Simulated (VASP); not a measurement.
Set up this calculation in VASP 6.6.1, as the native input.

```yaml
Task: single point
Functional: PBE
Potentials_or_basis: VASP PAW PBE potentials, release 64 (Ga_d, Si, S)
Cutoff: 520 eV
k_mesh: 18 × 18 × 8
Occupations: gaussian, width 0.1 eV
Spin: no spin polarisation
Dipole_correction: no
Further_INCAR_settings: ALGO = Normal; EDIFF = 1e-07; NBANDS = 26
```

The structure of Ga2SiS lies in POSCAR:

```
Ga2SiS
1.0
    3.5707033589      0.0000000000      0.0000000000
   -1.7853516794      3.0923198182      0.0000000000
    0.0000000000      0.0000000000      6.6017952607
Ga Si S
2 1 1
Direct
    0.6666666667      0.3333333333      0.2526057152
    0.6666666667      0.3333333333      0.7473942848
    0.0000000000      0.0000000000      0.5000000000
    0.3333333333      0.6666666667      0.0000000000
```

The cell was built from a structure type or drawn by symmetry, and may not be a known phase.

The input as run:

INCAR

```
SYSTEM = Ga2SiS
ALGO     = Normal         ! electronic algorithm
EDIFF    = 1E-7           ! SCF threshold, eV
ENCUT    = 520            ! plane-wave cutoff, eV
GGA      = PE             ! functional
ISIF     = 2              ! what is computed and relaxed
ISMEAR   = 0              ! smearing method
LASPH    = .True.         ! aspherical terms in the spheres
LCHARG   = .False.        ! write CHGCAR
LREAL    = .False.        ! projectors in reciprocal space
LWAVE    = .False.        ! write WAVECAR
NBANDS   = 26             ! bands
NELM     = 100            ! most SCF steps
PREC     = Accurate       ! precision mode
SIGMA    = 0.1            ! smearing width, eV
```

KPOINTS

```
k-points
0
Gamma
  18 18 8
  0 0 0
```

Potentials or basis: VASP PAW PBE potentials, release 64 (Ga_d, Si, S).

Command:

```bash
$ cat potpaw_PBE.64/Ga_d/POTCAR potpaw_PBE.64/Si/POTCAR potpaw_PBE.64/S/POTCAR > POTCAR
$ mpirun -np 1 vasp_std > vasp.out
```

Results of the run:

| Property | Result |
| --- | --- |
| Pressure | 0.1 GPa |
| Largest force | 0.008 eV/Å |
| Band gap on the k mesh | zero (bands 18 and 19 overlap by 4.55 eV) |

It took 7.6 min on 1 thread of Intel Xeon 8259CL, on a shared host, peak memory 0.43 GiB.
